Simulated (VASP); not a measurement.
Input of a VASP 6.6.1 run:

POSCAR

```
TiCo3
1.0
    3.5872018148      0.0000000000      0.0000000000
    0.0000000000      3.5872018148      0.0000000000
    0.0000000000      0.0000000000      3.5872018148
Ti Co
1 3
Direct
    0.0000000000      0.0000000000      0.0000000000
    0.0000000000      0.5000000000      0.5000000000
    0.5000000000      0.0000000000      0.5000000000
    0.5000000000      0.5000000000      0.0000000000
```

Contents of INCAR.step1:

```
SYSTEM = TiCo3
PREC = Accurate
ENCUT = 520
ISMEAR = 0
SIGMA = 0.1
LREAL = .False.
LASPH = .True.
NELM = 150
ISPIN = 2
MAGMOM = -0.76 1.46 1.46 1.46
LMAXMIX = 4
NBANDS = 32
GGA = PE
ALGO = Normal
EDIFF = 1E-4
LWAVE = .True.
LCHARG = .False.
```

The input INCAR.step2:

```
SYSTEM = TiCo3
PREC = Accurate
ENCUT = 520
EDIFF = 1E-7
ISMEAR = 0
SIGMA = 0.1
LREAL = .False.
LASPH = .True.
NELM = 150
ALGO = Normal
ISIF = 2
LWAVE = .False.
LCHARG = .True.
ISPIN = 2
MAGMOM = -0.76 1.46 1.46 1.46
LORBIT = 11
LMAXMIX = 4
METAGGA = R2SCAN
LMIXTAU = .True.
LELF = .True.
LVHAR = .True.
NBANDS = 32
ISTART = 1
```

Contents of KPOINTS:

```
Automatic mesh
0
Gamma
  12 12 12
  0 0 0
```

Potentials or basis: VASP PAW PBE potentials, release 64 (Ti_sv, Co).

The run is started by

```console
$ cat potpaw_PBE.64/Ti_sv/POTCAR potpaw_PBE.64/Co/POTCAR > POTCAR
$ cp INCAR.step1 INCAR
$ mpirun -np 1 vasp_std > vasp.out
$ cp INCAR.step2 INCAR
$ mpirun -np 1 vasp_std > vasp.out
```

(1) What does it give for the net moment?

(2) What does it give for the pressure?

Answers

(1) 0.00 μB per cell.

(2) -8.1 GPa.

Caveat: the cell stands under tension; the moments typed at the start vanished in this run; the PAW data sets were made with another functional, which shifts forces and pressure a little.
